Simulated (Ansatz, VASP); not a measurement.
**AlN in VASP and in Ansatz**

```xyz
2
Lattice="0.0797 2.1143 2.1781 2.1209 0.0816 2.1762 2.1633 2.1548 0.0391" Properties=species:S:1:pos:R:3 pbc="T T T"
Al    2.2073    2.1227    2.1098
N    -0.0253    0.0526    0.0869
```

Change from the starting cell: all atoms moved at random, cell strained at random.

Alike in both runs: task single point; functional PBE; k mesh 10 × 10 × 10; occupations gaussian, width 0.02 eV; no spin polarisation.

|  | VASP | Ansatz |
| --- | --- | --- |
| version | VASP 6.6.1 | Ansatz 0.2.0 |
| potentials or method | VASP PAW PBE potentials, release 64 (Al, N), cutoff 520 eV | scalar-relativistic, plane waves, PAW |
| valence electrons in the cell | 8 | 8 |

```csv
,VASP,Ansatz,Ansatz less VASP
gap on the k mesh at the Fermi level (eV),2.81,2.82,+0.017
least direct gap on the mesh (eV),3.32,3.31,-0.005
pressure (GPa),-18.9,-18.6,+0.21
"traceless stress, the component that is largest in VASP (GPa)",-15.60,-15.59,+0.014
rms of the force components (eV/Å),0.313,0.315,+0.0015
```

Atom by atom the forces differ by 0.002 eV/Å (rms over components).
